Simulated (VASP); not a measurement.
Input of a VASP 6.6.1 run:

The input POSCAR:

```
Si
1.0
    4.3954666255      0.0000000000      0.0000000000
   -2.1977333128      3.8065857591      0.0000000000
    0.0000000000      0.0000000000      2.5680018932
Si
3
Direct
    0.0000000000      0.0000000000      0.0000000000
    0.3333333333      0.6666666667      0.5000000000
    0.6666666667      0.3333333333      0.5000000000
```

File INCAR.step1:

```
PREC = Accurate
ENCUT = 520
ISMEAR = 0
SIGMA = 0.1
LREAL = F
LASPH = T
NELM = 100
NBANDS = 13
GGA = PE
ALGO = Normal
EDIFF = 1E-4
LWAVE = T
LCHARG = F
```

Contents of INCAR.step2:

```
PREC = Accurate
ENCUT = 520
EDIFF = 1E-7
ISMEAR = 0
SIGMA = 0.1
LREAL = F
LASPH = T
NELM = 100
ALGO = Normal
ISIF = 2
LWAVE = F
LCHARG = F
METAGGA = R2SCAN
LMIXTAU = T
NBANDS = 13
ISTART = 1
```

File KPOINTS:

```
regular mesh
0
Gamma
  12 12 18
```

Potentials or basis: VASP PAW PBE potentials, release 64 (Si).

Command:

```bash
$ cat potpaw_PBE.64/Si/POTCAR > POTCAR
$ cp INCAR.step1 INCAR
$ mpirun -np 1 vasp_std > vasp.out
$ cp INCAR.step2 INCAR
$ mpirun -np 1 vasp_std > vasp.out
```

(1) Predict the band gap on the k mesh.

(2) Estimate the pressure.

## Answers

(1) zero (bands 6 and 7 overlap by 7.26 eV).

(2) 0.0 GPa.

Caveat: the PAW data sets were made with another functional, which shifts forces and pressure a little.
